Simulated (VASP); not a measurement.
Set up this calculation in VASP 6.6.1, as the native input.

```yaml
Task: single point
Functional: r2SCAN
Potentials_or_basis: VASP PAW PBE potentials, release 64 (Ca_sv, Se)
Cutoff: 520 eV
k_mesh: 8 × 8 × 8
Occupations: gaussian, width 0.01 eV
Spin: no spin polarisation
Dipole_correction: no
Further_INCAR_settings: ALGO = Normal; EDIFF = 1e-06; NBANDS = 15
```

The system is CaSe.

```
Ca Se
1.0
     0.00000    2.83221    2.83221
     2.83221    0.00000    2.83221
     2.83221    2.83221    0.00000
Ca Se
1 1
Direct
  0.00000 0.00000 0.00000
  0.50000 0.50000 0.50000
```

This cell differs from its parent crystal: strain -4.6%.

The input as run:

POSCAR

```
CaSe
1.0
    0.0000000000      2.8322112107      2.8322112107
    2.8322112107      0.0000000000      2.8322112107
    2.8322112107      2.8322112107      0.0000000000
Ca Se
1 1
Direct
    0.0000000000      0.0000000000      0.0000000000
    0.5000000000      0.5000000000      0.5000000000
```

INCAR.step1

```
PREC = Accurate ; ENCUT = 520
ISMEAR = 0 ; SIGMA = 0.01
LREAL = F ; LASPH = T
NELM = 100 ; NBANDS = 15
GGA = PE ; ALGO = Normal
EDIFF = 1E-4 ; LWAVE = T
LCHARG = F
```

INCAR.step2

```
PREC = Accurate ; ENCUT = 520
EDIFF = 1E-6 ; ISMEAR = 0
SIGMA = 0.01 ; LREAL = F
LASPH = T ; NELM = 100
ALGO = Normal ; ISIF = 2
LWAVE = F ; LCHARG = T
METAGGA = R2SCAN ; LMIXTAU = T
LELF = T ; LVHAR = T
NBANDS = 15 ; ISTART = 1
```

KPOINTS

```
Automatic mesh
0
Gamma
  8 8 8
```

Potentials or basis: VASP PAW PBE potentials, release 64 (Ca_sv, Se).

Run with:

```bash
$ cat potpaw_PBE.64/Ca_sv/POTCAR potpaw_PBE.64/Se/POTCAR > POTCAR
$ cp INCAR.step1 INCAR
$ mpirun -np 1 vasp_std > vasp.out
$ cp INCAR.step2 INCAR
$ mpirun -np 1 vasp_std > vasp.out
```

It gave:

```yaml
Pressure: 10.1 GPa
Band_gap_on_the_k_mesh: 2.12 eV, indirect (least direct gap 3.19 eV)
```

Caveat: the cell differs from its parent crystal (strain -4.6%); the PAW data sets were made with another functional, which shifts forces and pressure a little.

Run time: 45 s on 1 thread of Intel(R) Xeon(R) 6975P-C (Granite Rapids), with other jobs on the host, peak memory 0.18 GiB.
